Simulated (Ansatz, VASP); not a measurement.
## Ge3S in VASP and in Ansatz

```
CELL_PARAMETERS angstrom
0.00000 3.33680 3.33680
3.33680 0.00000 3.33680
3.33680 3.33680 0.00000
ATOMIC_POSITIONS crystal
Ge 0.75000 0.75000 0.75000
Ge 0.25000 0.25000 0.25000
Ge 0.50000 0.50000 0.50000
S 0.00000 0.00000 0.00000
```

Change from the starting cell: species swapped into the Fe3Si type (Fm-3m, No. 225).

Alike in both runs: functional PBE; k mesh 12 × 12 × 12; occupations gaussian, width 0.1 eV; no spin polarisation.

Ansatz relaxed the structure, and its values are those at the end. VASP's run is a single point on that final structure, the one shown.

|  | VASP | Ansatz |
| --- | --- | --- |
| version | VASP 6.6.1 | Ansatz 0.2.0 |
| potentials or method | VASP PAW PBE potentials, release 64 (Ge_d, S), cutoff 520 eV | scalar-relativistic, plane waves, PAW |
| valence electrons in the cell | 48 | 48 |

```csv
,VASP,Ansatz,Ansatz less VASP
gap on the k mesh at the Fermi level (eV),none,none,-
pressure (GPa),0.0,0.0,-0.04
```

A gap of «none» marks a metal or a gap that the smearing closes. The functional is the same, so the differences come from potentials, cutoffs and numerics.
